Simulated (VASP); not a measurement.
# Au (Im-3m) in VASP: a series of runs

The runs below take Au through single point, with LDA.

Program: VASP 6.6.1. These are calculated values, not measurements. Logs are shortened: lines on timing, memory, paths and dates and some standing lists are left out, and cuts for length are marked.

## Step 1: The cell of the first run

Symmetry: Im-3m, No. 229, cubic system. The conventional cell has a = 3.315 Å, b = 3.315 Å, c = 3.315 Å, α = 90.00°, β = 90.00°, γ = 90.00°. Au (site symmetry m-3m) has 14 Au at 2.87 to 3.31 Å within 3.8 Å.

## Step 2: Single point, LDA

Contents of INCAR:

```
PREC = Accurate ; ENCUT = 520
EDIFF = 1E-7 ; ISMEAR = -1
SIGMA = 0.1 ; LREAL = F
LASPH = T ; NELM = 60
ALGO = Normal ; ISIF = 2
LWAVE = F ; LCHARG = F
GGA = CA ; NBANDS = 12
```

Contents of KPOINTS:

```
Automatic mesh
0
Gamma
  4 4 4
```

Contents of POSCAR:

```
Au
1.0
   -1.6572690000      1.6572690000      1.6572690000
    1.6572690000     -1.6572690000      1.6572690000
    1.6572690000      1.6572690000     -1.6572690000
Au
1
Direct
    0.0000000000      0.0000000000      0.0000000000
```

Potentials or basis: VASP PAW LDA potentials, release 64 (Au).

Launch:

```console
cat potpaw_LDA.64/Au/POTCAR > POTCAR
mpirun -np 1 vasp_std > vasp.out
```

OUTCAR:

```text
PREC = Accurate
   ENCUT = 520
   EDIFF = 1E-7
   ISMEAR = -1
   LREAL = F
   LASPH = T
   NELM = 60
   ISIF = 2
   GGA = CA

 ion  position               nearest neighbor table
   1  0.000  0.000  0.000-

  LATTYP: Found a body centered cubic cell.
 ALAT       =     3.3145380000

  Lattice vectors:

 A1 = (  -1.6572690000,   1.6572690000,   1.6572690000)
 A2 = (   1.6572690000,  -1.6572690000,   1.6572690000)
 A3 = (   1.6572690000,   1.6572690000,  -1.6572690000)

Analysis of symmetry for initial positions (statically):
=====================================================================
 Subroutine PRICEL returns:
 Original cell was already a primitive cell.

 Routine SETGRP: Setting up the symmetry group for a
 body centered cubic supercell.

 Subroutine GETGRP returns: Found 48 space group operations
 (whereof 48 operations were pure point group operations)
 out of a pool of 48 trial point group operations.

The static configuration has the point symmetry O_h .

Analysis of symmetry for dynamics (positions and initial velocities):
=====================================================================
 Subroutine PRICEL returns:
 Original cell was already a primitive cell.

 Routine SETGRP: Setting up the symmetry group for a
 body centered cubic supercell.

 Subroutine GETGRP returns: Found 48 space group operations
 (whereof 48 operations were pure point group operations)
 out of a pool of 48 trial point group operations.

The dynamic configuration has the point symmetry O_h .

 Subroutine INISYM returns: Found 48 space group operations
 (whereof 48 operations are pure point group operations),
 and found     1 'primitive' translations

----------------------------------------------------------------------------------------

                                     Primitive cell

  volume of cell :      18.2070

  direct lattice vectors                    reciprocal lattice vectors
    -1.657269000  1.657269000  1.657269000     0.000000000  0.301701172  0.301701172
     1.657269000 -1.657269000  1.657269000     0.301701172  0.000000000  0.301701172
     1.657269000  1.657269000 -1.657269000     0.301701172  0.301701172  0.000000000

  length of vectors
     2.870474110  2.870474110  2.870474110     0.426669890  0.426669890  0.426669890

  position of ions in fractional coordinates (direct lattice)
     0.000000000  0.000000000  0.000000000

  ion indices of the primitive-cell ions
   primitive index   ion index
                 1           1

----------------------------------------------------------------------------------------

 KPOINTS: Automatic mesh

Automatic generation of k-mesh.
 Grid dimensions read from file:
 generate k-points for:    4    4    4

 Generating k-lattice:

  Cartesian coordinates                     Fractional coordinates (reciprocal lattice)
     0.000000000  0.075425293  0.075425293     0.250000000  0.000000000  0.000000000
     0.075425293  0.000000000  0.075425293     0.000000000  0.250000000  0.000000000
     0.075425293  0.075425293  0.000000000     0.000000000  0.000000000  0.250000000

  Length of vectors
     0.106667472  0.106667472  0.106667472

  Shift w.r.t. Gamma in fractional coordinates (k-lattice)
     0.000000000  0.000000000  0.000000000

 Subroutine IBZKPT returns following result:
 ===========================================

 Found      8 irreducible k-points:

 Following reciprocal coordinates:
            Coordinates               Weight
  0.000000  0.000000  0.000000      1.000000
  0.250000  0.000000  0.000000     12.000000
  0.500000  0.000000  0.000000      6.000000
  0.250000  0.250000  0.000000     24.000000
  0.250000  0.250000  0.250000      2.000000
 -0.250000  0.250000  0.250000      6.000000
  0.500000  0.500000  0.250000     12.000000
  0.500000  0.500000  0.500000      1.000000
   k-points           NKPTS =      8   k-points in BZ     NKDIM =      8   number of bands    NBANDS=     12
   number of dos      NEDOS =    301   number of ions     NIONS =      1
   total plane-waves  NPLWV =  13824
   dimension x,y,z NGX =    24 NGY =   24 NGZ =   24
   dimension x,y,z NGXF=    48 NGYF=   48 NGZF=   48
   ions per type =               1
   NGX,Y,Z   is equivalent  to a cutoff of  13.90, 13.90, 13.90 a.u.
   NGXF,Y,Z  is equivalent  to a cutoff of  27.80, 27.80, 27.80 a.u.
 SYSTEM =  unknown system
   PREC   = accura    normal or accurate (medium, high low for compatibility)
   ISTART =      0    job   : 0-new  1-cont  2-samecut
   ICHARG =      2    charge: 1-file 2-atom 10-const
   ISPIN  =      1    spin polarized calculation?
   LNONCOLLINEAR =      F non collinear calculations
   LSORBIT =      F    spin-orbit coupling
   LASPH  =      T    aspherical Exc in radial PAW
   ENCUT  =  520.0 eV  38.22 Ry    6.18 a.u.   5.34  5.34  5.34*2*pi/ulx,y,z
   NELM   =     60;   NELMIN=  2; NELMDL= -5     # of ELM steps
   EDIFF  = 0.1E-06   stopping-criterion for ELM
   LREAL  =      F    real-space projection
   EDIFFG = 0.1E-05   stopping-criterion for IOM
   NSW    =      0    number of steps for IOM
   IBRION =     -1    ionic relax: 0-MD 1-quasi-New 2-CG
   NFREE  =      0    steps in history (QN), initial steepest desc. (CG)
   ISIF   =      2    stress and relaxation
   ISYM   =      2    0-nonsym 1-usesym 2-fastsym
   POTIM  = 0.5000    time-step for ionic-motion
   TEBEG  =    0.0;   TEEND  =   0.0 temperature during run
   PSTRESS=    0.0 pullay stress
   NELECT =      11.0000    total number of electrons
   NUPDOWN=      -1.0000    fix difference up-down
   EMIN   =  10.00;   EMAX   =-10.00  energy-range for DOS
   EFERMI =   0.00;   METHOD = LEGACY
   ISMEAR =    -1;   SIGMA  =   0.10  broadening in eV -4-tet -1-fermi 0-gaus
   EFERMI_NEDOS =   21; number of points for ismear=-14 and -15
   IALGO  =     38    algorithm
   IMIX   =      4    mixing-type and parameters
     AMIX     =   0.40;   BMIX     =  1.00
     AMIX_MAG =   1.60;   BMIX_MAG =  1.00
  volume/ion in A,a.u.               =      18.21       122.87
  Fermi-wavevector in a.u.,A,eV,Ry     =   1.383968  2.615320 26.060157  1.915367
  Thomas-Fermi vector in A             =   2.508516
   LORBIT       =      0    0 simple, 1 ext, 2 COOP (PROOUT), +10 PAW based schemes
   GGA     = CA    functional components
   LHFCALC =     F    Hartree Fock is set to
   AEXX    =    0.0000 exact exchange contribution
   IVDW    =     0    specifies the selected vdW correction
   LEPSILON=     F    determine dielectric tensor
   LRPA    =     F    only Hartree local field effects (RPA)
 non-spin polarized calculation
  energy-cutoff  :      520.00
  volume of cell :       18.21
 maximum number of plane-waves:       496
 NGX is ok and might be reduce to    24
   NGX = 11   NGY = 11   NGZ = 11

 number of electron      10.9999998 magnetization

 Free energy of the ion-electron system (eV)
  ---------------------------------------------------
  ext. energy  EPLUGINS =         0.00000000
  ---------------------------------------------------
  free energy    TOTEN  =        -4.16537119 eV

  energy without entropy =       -4.11985456  energy(sigma->0) =       -4.14261287

 E-fermi :   8.4543     XC(G=0): -12.6226

 val. band max:        7.8079607628   @ k =   0.5000   0.0000   0.0000
 cond. band min:       8.5428238692   @ k =   0.2500   0.2500   0.0000
 fundamental gap:      0.7348631064
 Fermi energy:         8.4542819318

 k-point     1 :       0.0000    0.0000    0.0000
  band No.  band energies     occupation
      1      -1.0261      2.00000
      2       3.5723      2.00000
      3       3.5723      2.00000
      4       3.5723      2.00000
      5       5.3441      2.00000
      6       5.3441      2.00000
      7      24.6658      0.00000
      8      24.6658      0.00000
      9      24.6658      0.00000
     10      31.2039      0.00000
     11      31.2039      0.00000
     12      31.2039      0.00000

 k-point     2 :       0.2500    0.0000    0.0000
  band No.  band energies     occupation
      1       0.7846      2.00000
      2       3.0620      2.00000
      3       3.7686      2.00000
      4       4.9162      2.00000
      5       5.0521      2.00000
      6       5.4034      2.00000
      7      19.8138      0.00000
      8      22.9679      0.00000
      9      25.8883      0.00000
     10      26.9635      0.00000
     11      27.6876      0.00000
     12      29.3867      0.00000

 k-point     3 :       0.5000    0.0000    0.0000
  band No.  band energies     occupation
      1       1.4517      2.00000
      2       2.6009      2.00000
      3       5.1988      2.00000
      4       5.5148      2.00000
      5       6.6912      2.00000
      6       7.8080      1.99689
      7      11.3171      0.00000
      8      20.4983      0.00000
      9      21.5350      0.00000
     10      29.1020      0.00000
     11      29.5506      0.00000
     12      30.7547      0.00000

 k-point     4 :       0.2500    0.2500    0.0000
  band No.  band energies     occupation
      1       2.2051      2.00000
      2       3.0679      2.00000
      3       3.7465      2.00000
      4       5.1221      2.00000
      5       5.5993      2.00000
      6       8.5428      0.58411
      7      14.4575      0.00000
      8      17.1937      0.00000
      9      22.1614      0.00000
     10      27.6084      0.00000
     11      30.3632      0.00000
     12      34.5709      0.00000

 k-point     5 :       0.2500    0.2500    0.2500
  band No.  band energies     occupation
      1       3.1527      2.00000
      2       3.1527      2.00000
      3       3.1527      2.00000
      4       5.5539      2.00000
      5       5.5539      2.00000
      6      10.7915      0.00000
      7      15.0980      0.00000
      8      15.0980      0.00000
      9      15.0980      0.00000
     10      34.5637      0.00000
     11      34.5637      0.00000
     12      34.5659      0.00000

 k-point     6 :      -0.2500    0.2500    0.2500
  band No.  band energies     occupation
      1       2.2849      2.00000
      2       3.4681      2.00000
      3       4.1664      2.00000
      4       4.1664      2.00000
      5       4.8562      2.00000
      6       6.2446      2.00000
      7      20.3991      0.00000
      8      21.3653      0.00000
      9      21.3653      0.00000
     10      23.3507      0.00000
     11      31.8867      0.00000
     12      31.8867      0.00000

 k-point     7 :       0.5000    0.5000    0.2500
  band No.  band energies     occupation
      1       2.3886      2.00000
      2       3.0458      2.00000
      3       4.1003      2.00000
      4       4.7152      2.00000
      5       6.5180      2.00000
      6      11.5689      0.00000
      7      11.6368      0.00000
      8      17.9225      0.00000
      9      21.3890      0.00000
     10      26.0953      0.00000
     11      27.4987      0.00000
     12      32.4218      0.00000

 k-point     8 :       0.5000    0.5000    0.5000
  band No.  band energies     occupation
      1       1.8750      2.00000
      2       1.8750      2.00000
      3       6.3498      2.00000
      4       6.3498      2.00000
      5       6.3498      2.00000
      6      14.3601      0.00000
      7      14.3601      0.00000
      8      14.3601      0.00000
      9      17.0745      0.00000
     10      23.5387      0.00000
     11      23.5387      0.00000
     12      32.4962      0.00000

------------------------ aborting loop because EDIFF is reached ----------------------------------------

  FORCE on cell =-STRESS in cart. coord.  units (eV):
  Direction    XX          YY          ZZ          XY          YZ          ZX
  --------------------------------------------------------------------------------------
  -------------------------------------------------------------------------------------
  Total       -1.6341796     -1.6341796     -1.6341796      0.0000000      0.0000000     -0.0000000
  in kB     -143.8041297   -143.8041297   -143.8041297      0.0000000      0.0000000     -0.0000000
  external PRESSURE =    -143.8041297 kB  Pullay stress =       0.0000000 kB

 VOLUME and BASIS-vectors are now :
 -----------------------------------------------------------------------------
  energy-cutoff  :      520.00
  volume of cell :       18.21
      direct lattice vectors                 reciprocal lattice vectors
    -1.657269000  1.657269000  1.657269000     0.000000000  0.301701172  0.301701172
     1.657269000 -1.657269000  1.657269000     0.301701172  0.000000000  0.301701172
     1.657269000  1.657269000 -1.657269000     0.301701172  0.301701172  0.000000000

 POSITION                                       TOTAL-FORCE (eV/Angst)
 -----------------------------------------------------------------------------------
      0.00000      0.00000      0.00000         0.000000     -0.000000     -0.000000
 -----------------------------------------------------------------------------------
    total drift:                               -0.000000      0.000000      0.000000

  FREE ENERGIE OF THE ION-ELECTRON SYSTEM (eV)
  ---------------------------------------------------
  free  energy   TOTEN  =        -4.1653711938 eV

  energy  without entropy=       -4.1198545557  energy(sigma->0) =       -4.14261287
```

Run time: 1.8 s. Hardware: 1 thread of AMD EPYC 7R13 (Zen 3), shared host; peak memory 0.1 GiB.

Results:

| Quantity | Value |
| --- | --- |
| Free energy | -4.1654 eV |
| Pressure | -14.4 GPa |

Caveat: the k points lie up to 0.67 Å⁻¹ apart; spin-orbit coupling is left out, which moves the levels of the heavy elements.

## Step 3: Single point, LDA

Contents of INCAR:

```
  PREC = Accurate
  ENCUT = 520
  EDIFF = 1E-6
  ISMEAR = -1
  SIGMA = 0.1
  LREAL = F
  LASPH = T
  NELM = 100
  ALGO = Normal
  ISIF = 2
  LWAVE = F
  LCHARG = F
  GGA = CA
  NBANDS = 12
```

Contents of KPOINTS:

```
regular mesh
0
Gamma
  9 9 9
```

POSCAR is that of step 2.

Potentials or basis: VASP PAW LDA potentials, release 64 (Au).

Launch:

```console
cat potpaw_LDA.64/Au/POTCAR > POTCAR
mpirun -np 1 vasp_std > vasp.out
```

Wall time 4.5 s (1 thread of AMD EPYC 7R13 (Zen 3), shared host); peak memory 0.1 GiB.

It converged, with:

```yaml
Free_energy: -4.3602 eV
Pressure: -12.6 GPa
```

Levels at points of the mesh, in eV from the Fermi level:
```tsv
k point	band 4	band 5	band 6	band 7	band 8	band 9
(0.00, 0.00, 0.00)	-4.36	-2.59	-2.59	16.61	16.61	16.61
```

Caveat: spin-orbit coupling is left out, which moves the levels of the heavy elements.

## Step 4: Single point, LDA

Contents of INCAR:

```
SYSTEM = Au
PREC = Accurate
ENCUT = 520
EDIFF = 1E-6
ISMEAR = -1
SIGMA = 0.1
LREAL = .False.
LASPH = .True.
NELM = 80
ALGO = Normal
ISIF = 2
LWAVE = .False.
LCHARG = .False.
NBANDS = 12
```

Contents of KPOINTS:

```
Automatic mesh
0
Gamma
  9 9 9
  0 0 0
```

POSCAR is that of step 3.

Launch:

```console
cat potpaw_LDA.64/Au/POTCAR > POTCAR
mpirun -np 1 vasp_std > vasp.out
```

Wall time 4.5 s (1 thread of AMD EPYC 7R13 (Zen 3), shared host); peak memory 0.1 GiB.

Results (log left out):

```
Free energy : -4.3602 eV
Pressure    : -12.6 GPa
```

Levels at points of the mesh, in eV from the Fermi level:
| k point | band 3 | band 4 | band 5 | band 6 | band 7 | band 8 | band 9 | band 10 |
| --- | --- | --- | --- | --- | --- | --- | --- | --- |
| (0.00, 0.00, 0.00) | -4.36 | -4.36 | -2.59 | -2.59 | 16.61 | 16.61 | 16.61 | 23.19 |

Caveat: spin-orbit coupling is left out, which moves the levels of the heavy elements.
